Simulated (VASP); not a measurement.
Set up this calculation in VASP 6.6.1, as the native input.

| Item | Value |
| --- | --- |
| Task | single point |
| Functional | PBEsol |
| Potentials or basis | VASP PAW PBE potentials, release 64 (Ru_pv, Al) |
| Cutoff | 500 eV |
| k mesh | 6 × 6 × 6 |
| Occupations | gaussian, width 0.1 eV |
| Spin | no spin polarisation |
| Dipole correction | no |
| Further INCAR settings | ALGO = Normal; EDIFF = 1e-06; NBANDS = 16 |

The structure of AlRu (a.f) lies in POSCAR:

```
AlRu
1.0
    2.9700000000      0.0000000000      0.0000000000
    0.0000000000      2.9700000000      0.0000000000
    0.0000000000      0.0000000000      2.9700000000
Ru Al
1 1
Direct
    0.0000000000      0.0000000000      0.0000000000
    0.5000000000      0.5000000000      0.5000000000
```

These files were run (other wordings do the same):

INCAR

```
ALGO     = Normal         # electronic algorithm
EDIFF    = 1E-6           # SCF threshold, eV
ENCUT    = 500            # plane-wave cutoff, eV
GGA      = PS             # functional
GGA_COMPAT= False        
ISIF     = 2              # what is computed and relaxed
ISMEAR   = 0              # smearing method
LASPH    = True           # aspherical terms in the spheres
LCHARG   = True           # write CHGCAR
LELF     = True           # ELF
LREAL    = False          # projectors in reciprocal space
LVHAR    = True         
LWAVE    = False          # write WAVECAR
NBANDS   = 16             # bands
NELM     = 120            # most SCF steps
PREC     = Accurate       # precision mode
SIGMA    = 0.1            # smearing width, eV
```

KPOINTS

```
k-points
0
Gamma
  6 6 6
```

Potentials or basis: VASP PAW PBE potentials, release 64 (Ru_pv, Al).

Run with:

```sh
$ cat potpaw_PBE.64/Ru_pv/POTCAR potpaw_PBE.64/Al/POTCAR > POTCAR
$ mpirun -np 1 vasp_std > vasp.out
```

Results of the run:

- Pressure: 1.4 GPa

Caveat: the PAW data sets were made with another functional, which shifts forces and pressure a little.

It took 12 s on 1 thread of Intel Xeon 8259CL, on a shared host, peak memory 0.14 GiB.
